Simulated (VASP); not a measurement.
# Rb (Fm-3m) in VASP: single point with PBEsol

Aim: the single point of Rb with PBEsol.

Program: VASP 6.6.1. These are calculated values, not measurements. Logs are shortened: lines on timing, memory, paths and dates and some standing lists are left out, and cuts for length are marked.

### Step 1. The cell of the first run

It takes space group Fm-3m (No. 225, cubic). The conventional cell has a = 7.280 Å, b = 7.280 Å, c = 7.280 Å, α = 90.00°, β = 90.00°, γ = 90.00°.

This isn't the form of Rb at room conditions, which is bcc.

### Step 2. Single point, PBEsol

Input file INCAR:

```
ALGO = Normal
EDIFF = 1E-7
ENCUT = 520
GGA = PS
ISIF = 2
ISMEAR = 0
LASPH = True
LCHARG = False
LREAL = False
LWAVE = False
NBANDS = 10
NELM = 100
PREC = Accurate
SIGMA = 0.15
```

Input file KPOINTS:

```
k-points
0
Gamma
  12 12 12
```

Input file POSCAR:

```
Rb
1.0
    0.0000000000      3.6398846700      3.6398846700
    3.6398846700      0.0000000000      3.6398846700
    3.6398846700      3.6398846700      0.0000000000
Rb
1
Direct
    0.0000000000      0.0000000000      0.0000000000
```

Potentials or basis: VASP PAW PBE potentials, release 64 (Rb_sv).

Launch:

```sh
$ cat potpaw_PBE.64/Rb_sv/POTCAR > POTCAR
$ mpirun -np 1 vasp_std > vasp.out
```

OUTCAR:

```text
EDIFF = 1E-7
   ENCUT = 520
   GGA = PS
   ISIF = 2
   ISMEAR = 0
   LASPH = True
   LREAL = False
   NELM = 100
   PREC = Accurate

 ion  position               nearest neighbor table
   1  0.000  0.000  0.000-

  LATTYP: Found a face centered cubic cell.
 ALAT       =     7.2797693400

  Lattice vectors:

 A1 = (   0.0000000000,   3.6398846700,   3.6398846700)
 A2 = (   3.6398846700,   0.0000000000,   3.6398846700)
 A3 = (   3.6398846700,   3.6398846700,   0.0000000000)

Analysis of symmetry for initial positions (statically):
=====================================================================
 Subroutine PRICEL returns:
 Original cell was already a primitive cell.

 Routine SETGRP: Setting up the symmetry group for a
 face centered cubic supercell.

 Subroutine GETGRP returns: Found 48 space group operations
 (whereof 48 operations were pure point group operations)
 out of a pool of 48 trial point group operations.

The static configuration has the point symmetry O_h .

Analysis of symmetry for dynamics (positions and initial velocities):
=====================================================================
 Subroutine PRICEL returns:
 Original cell was already a primitive cell.

 Routine SETGRP: Setting up the symmetry group for a
 face centered cubic supercell.

 Subroutine GETGRP returns: Found 48 space group operations
 (whereof 48 operations were pure point group operations)
 out of a pool of 48 trial point group operations.

The dynamic configuration has the point symmetry O_h .

 Subroutine INISYM returns: Found 48 space group operations
 (whereof 48 operations are pure point group operations),
 and found     1 'primitive' translations

----------------------------------------------------------------------------------------

                                     Primitive cell

  volume of cell :      96.4479

  direct lattice vectors                    reciprocal lattice vectors
     0.000000000  3.639884670  3.639884670    -0.137366990  0.137366990  0.137366990
     3.639884670  0.000000000  3.639884670     0.137366990 -0.137366990  0.137366990
     3.639884670  3.639884670  0.000000000     0.137366990  0.137366990 -0.137366990

  length of vectors
     5.147574266  5.147574266  5.147574266     0.237926605  0.237926605  0.237926605

  position of ions in fractional coordinates (direct lattice)
     0.000000000  0.000000000  0.000000000

  ion indices of the primitive-cell ions
   primitive index   ion index
                 1           1

----------------------------------------------------------------------------------------

 KPOINTS: k-points

Automatic generation of k-mesh.
 Grid dimensions read from file:
 generate k-points for:   12   12   12

 Generating k-lattice:

  Cartesian coordinates                     Fractional coordinates (reciprocal lattice)
    -0.011447249  0.011447249  0.011447249     0.083333333  0.000000000  0.000000000
     0.011447249 -0.011447249  0.011447249     0.000000000  0.083333333  0.000000000
     0.011447249  0.011447249 -0.011447249     0.000000000  0.000000000  0.083333333

  Length of vectors
     0.019827217  0.019827217  0.019827217

  Shift w.r.t. Gamma in fractional coordinates (k-lattice)
     0.000000000  0.000000000  0.000000000

 Subroutine IBZKPT returns following result:
 ===========================================

 Found     72 irreducible k-points:

 Following reciprocal coordinates:
            Coordinates               Weight
  0.000000  0.000000  0.000000      1.000000
  0.083333  0.000000  0.000000      8.000000
  0.166667  0.000000  0.000000      8.000000
  0.250000  0.000000  0.000000      8.000000
  0.333333  0.000000  0.000000      8.000000
  0.416667  0.000000  0.000000      8.000000
[... 16 lines left out ...]
  0.500000  0.166667  0.000000     24.000000
 -0.416667  0.166667  0.000000     24.000000
 [... further k-points ...]
   k-points           NKPTS =     72   k-points in BZ     NKDIM =     72   number of bands    NBANDS=     10
   number of dos      NEDOS =    301   number of ions     NIONS =      1
   total plane-waves  NPLWV =  64000
   dimension x,y,z NGX =    40 NGY =   40 NGZ =   40
   dimension x,y,z NGXF=    80 NGYF=   80 NGZF=   80
   ions per type =               1
   NGX,Y,Z   is equivalent  to a cutoff of  12.92, 12.92, 12.92 a.u.
   NGXF,Y,Z  is equivalent  to a cutoff of  25.84, 25.84, 25.84 a.u.
 SYSTEM =  unknown system
   PREC   = accura    normal or accurate (medium, high low for compatibility)
   ISTART =      0    job   : 0-new  1-cont  2-samecut
   ICHARG =      2    charge: 1-file 2-atom 10-const
   ISPIN  =      1    spin polarized calculation?
   LNONCOLLINEAR =      F non collinear calculations
   LSORBIT =      F    spin-orbit coupling
   LASPH  =      T    aspherical Exc in radial PAW
   ENCUT  =  520.0 eV  38.22 Ry    6.18 a.u.   9.57  9.57  9.57*2*pi/ulx,y,z
   NELM   =    100;   NELMIN=  2; NELMDL= -5     # of ELM steps
   EDIFF  = 0.1E-06   stopping-criterion for ELM
   LREAL  =      F    real-space projection
   EDIFFG = 0.1E-05   stopping-criterion for IOM
   NSW    =      0    number of steps for IOM
   IBRION =     -1    ionic relax: 0-MD 1-quasi-New 2-CG
   NFREE  =      0    steps in history (QN), initial steepest desc. (CG)
   ISIF   =      2    stress and relaxation
   ISYM   =      2    0-nonsym 1-usesym 2-fastsym
   POTIM  = 0.5000    time-step for ionic-motion
   TEBEG  =    0.0;   TEEND  =   0.0 temperature during run
   PSTRESS=    0.0 pullay stress
   NELECT =       9.0000    total number of electrons
   NUPDOWN=      -1.0000    fix difference up-down
   EMIN   =  10.00;   EMAX   =-10.00  energy-range for DOS
   EFERMI =   0.00;   METHOD = LEGACY
   ISMEAR =     0;   SIGMA  =   0.15  broadening in eV -4-tet -1-fermi 0-gaus
   EFERMI_NEDOS =   21; number of points for ismear=-14 and -15
   IALGO  =     38    algorithm
   IMIX   =      4    mixing-type and parameters
     AMIX     =   0.40;   BMIX     =  1.00
     AMIX_MAG =   1.60;   BMIX_MAG =  1.00
  volume/ion in A,a.u.               =      96.45       650.86
  Fermi-wavevector in a.u.,A,eV,Ry     =   0.742548  1.403213  7.501953  0.551378
  Thomas-Fermi vector in A             =   1.837453
   LORBIT       =      0    0 simple, 1 ext, 2 COOP (PROOUT), +10 PAW based schemes
   GGA     = PS    functional components
   LHFCALC =     F    Hartree Fock is set to
   AEXX    =    0.0000 exact exchange contribution
   IVDW    =     0    specifies the selected vdW correction
   LEPSILON=     F    determine dielectric tensor
   LRPA    =     F    only Hartree local field effects (RPA)
 non-spin polarized calculation
 Gauss-broadening in eV      SIGMA  =   0.15
  energy-cutoff  :      520.00
  volume of cell :       96.45
 maximum number of plane-waves:      2652
 NGX is ok and might be reduce to    40
   NGX = 19   NGY = 19   NGZ = 19

 number of electron       9.0000000 magnetization

 Free energy of the ion-electron system (eV)
  ---------------------------------------------------
  ext. energy  EPLUGINS =         0.00000000
  ---------------------------------------------------
  free energy    TOTEN  =        -1.02226598 eV

  energy without entropy =       -1.01222476  energy(sigma->0) =       -1.01724537

 E-fermi :  -0.1845     XC(G=0):  -5.3779

 val. band max:       -0.2072886632   @ k =  -0.4167   0.0833   0.0000
 cond. band min:      -0.1036679601   @ k =   0.5000   0.3333   0.0833
 fundamental gap:      0.1036207031
 Fermi energy:        -0.1845397161

 k-point     1 :       0.0000    0.0000    0.0000
  band No.  band energies     occupation
      1     -29.0625      2.00000
      2     -13.1154      2.00000
      3     -13.1154      2.00000
      4     -13.1154      2.00000
      5      -2.0738      2.00000
      6       3.3706      0.00000
      7       3.3706      0.00000
      8       3.3706      0.00000
      9       4.6582      0.00000
     10       4.6582      0.00000

 k-point     2 :       0.0833    0.0000    0.0000
  band No.  band energies     occupation
      1     -29.0623      2.00000
      2     -13.1206      2.00000
      3     -13.1161      2.00000
      4     -13.1161      2.00000
      5      -2.0001      2.00000
      6       3.1520      0.00000
      7       3.4026      0.00000
      8       3.4026      0.00000
      9       4.5665      0.00000
     10       4.5665      0.00000

 k-point     3 :       0.1667    0.0000    0.0000
  band No.  band energies     occupation
      1     -29.0618      2.00000
      2     -13.1349      2.00000
      3     -13.1180      2.00000
      4     -13.1180      2.00000
      5      -1.7832      2.00000
      6       2.6678      0.00000
      7       3.4577      0.00000
      8       3.4577      0.00000
      9       4.4311      0.00000
     10       4.4311      0.00000

 k-point     4 :       0.2500    0.0000    0.0000
  band No.  band energies     occupation
      1     -29.0611      2.00000
      2     -13.1543      2.00000
      3     -13.1207      2.00000
      4     -13.1207      2.00000
      5      -1.4354      2.00000
      6       2.0960      0.00000
      7       3.4286      0.00000
      8       3.4286      0.00000
      9       4.4905      0.00000
     10       4.4905      0.00000
[... 222 lines left out ...]
 k-point    22 :       0.4167    0.1667    0.0000
  band No.  band energies     occupation
      1     -29.0598      2.00000
      2     -13.1764      2.00000
      3     -13.1333      2.00000
      4     -13.1304      2.00000
      5      -0.5748      1.99977
      6       1.3907      0.00000
      7       2.6302      0.00000
      8       3.4006      0.00000
      9       4.2062      0.00000
     10       5.4136      0.00000

 k-point    23 :       0.5000    0.1667    0.0000
  band No.  band energies     occupation
      1     -29.0595      2.00000
      2     -13.1846      2.00000
      3     -13.1374      2.00000
      4     -13.1305      2.00000
      5      -0.0312      0.14832
      6       0.8184      0.00000
      7       2.5232      0.00000
      8       3.3420      0.00000
      9       4.3058      0.00000
     10       5.4368      0.00000

 k-point    24 :      -0.4167    0.1667    0.0000
  band No.  band energies     occupation
      1     -29.0594      2.00000
      2     -13.1853      2.00000
      3     -13.1400      2.00000
      4     -13.1290      2.00000
      5       0.1438      0.00196
      6       0.6466      0.00000
      7       2.4579      0.00000
      8       3.3381      0.00000
      9       4.4631      0.00000
     10       5.1767      0.00000

 [... further k-points ...]

------------------------ aborting loop because EDIFF is reached ----------------------------------------

  FORCE on cell =-STRESS in cart. coord.  units (eV):
  Direction    XX          YY          ZZ          XY          YZ          ZX
  --------------------------------------------------------------------------------------
  -------------------------------------------------------------------------------------
  Total       -0.1541285     -0.1541285     -0.1541285      0.0000000     -0.0000000      0.0000000
  in kB       -2.5603571     -2.5603571     -2.5603571      0.0000000     -0.0000000      0.0000000
  external PRESSURE =      -2.5603571 kB  Pullay stress =       0.0000000 kB

 VOLUME and BASIS-vectors are now :
 -----------------------------------------------------------------------------
  energy-cutoff  :      520.00
  volume of cell :       96.45
      direct lattice vectors                 reciprocal lattice vectors
     0.000000000  3.639884670  3.639884670    -0.137366990  0.137366990  0.137366990
     3.639884670  0.000000000  3.639884670     0.137366990 -0.137366990  0.137366990
     3.639884670  3.639884670  0.000000000     0.137366990  0.137366990 -0.137366990

 POSITION                                       TOTAL-FORCE (eV/Angst)
 -----------------------------------------------------------------------------------
      0.00000      0.00000      0.00000        -0.000000      0.000000     -0.000000
 -----------------------------------------------------------------------------------
    total drift:                               -0.000000     -0.000000     -0.000000

  FREE ENERGIE OF THE ION-ELECTRON SYSTEM (eV)
  ---------------------------------------------------
  free  energy   TOTEN  =        -1.0222659788 eV

  energy  without entropy=       -1.0122247614  energy(sigma->0) =       -1.01724537
```

Run time: 54 s. Hardware: 1 thread of Intel Xeon Platinum 8175M at 2.50GHz (Skylake/Cascade Lake), shared host; peak memory 0.26 GiB.

What came out:

* Free energy: -1.0223 eV
* Pressure: -0.3 GPa
* Band gap on the k mesh: zero (an odd number of electrons rules out a gap without spin polarisation)

Levels at points of the mesh, in eV from the Fermi level:
```tsv
k point	band 2	band 3	band 4	band 5	band 6	band 7	band 8	band 9
(0.00, 0.00, 0.00)	-12.93	-12.93	-12.93	-1.89	3.56	3.56	3.56	4.84
(0.50, 0.00, 0.00)	-13.01	-12.94	-12.94	0.15	0.63	3.35	3.35	5.37
(0.50, 0.50, 0.00)	-13.00	-12.96	-12.96	0.67	1.34	1.85	4.30	4.30
```

Caveat: the PAW data sets were made with another functional, which shifts forces and pressure a little.

The gap in the log of VASP goes by the Fermi energy; the results here count the filled bands.